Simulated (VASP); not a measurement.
Here is a VASP 6.6.1 calculation.

POSCAR

```
Sn
1.0
   -1.8946518192      1.8946518192      1.8946518192
    1.8946518192     -1.8946518192      1.8946518192
    1.8946518192      1.8946518192     -1.8946518192
Sn
1
Direct
    0.0000000000      0.0000000000      0.0000000000
```

The input INCAR.step1:

```
PREC = Accurate
ENCUT = 520
ISMEAR = -1
SIGMA = 0.05
LREAL = False
LASPH = True
NELM = 60
NBANDS = 13
GGA = PE
ALGO = Normal
EDIFF = 1E-4
LWAVE = True
LCHARG = False
```

The input INCAR.step2:

```
PREC = Accurate
ENCUT = 520
EDIFF = 1E-6
ISMEAR = -1
SIGMA = 0.05
LREAL = False
LASPH = True
NELM = 60
ALGO = Normal
ISIF = 2
LWAVE = False
LCHARG = False
METAGGA = R2SCAN
LMIXTAU = True
NBANDS = 13
ISTART = 1
```

File KPOINTS:

```
Automatic mesh
0
Gamma
  10 10 10
```

Potentials or basis: VASP PAW PBE potentials, release 64 (Sn_d).

The run is started by

```console
$ cat potpaw_PBE.64/Sn_d/POTCAR > POTCAR
$ cp INCAR.step1 INCAR
$ mpirun -np 1 vasp_std > vasp.out
$ cp INCAR.step2 INCAR
$ mpirun -np 1 vasp_std > vasp.out
```

Task: Estimate the band gap on the k mesh.

Result: Zero (band 7 reaches 16.44 eV, above the bottom of band 8 at 5.61 eV).

Task: What does it give for the pressure?

Result: -0.8 GPa.

Caveat: the PAW data sets were made with another functional, which shifts forces and pressure a little; spin-orbit coupling is left out, which moves the levels of the heavy elements.
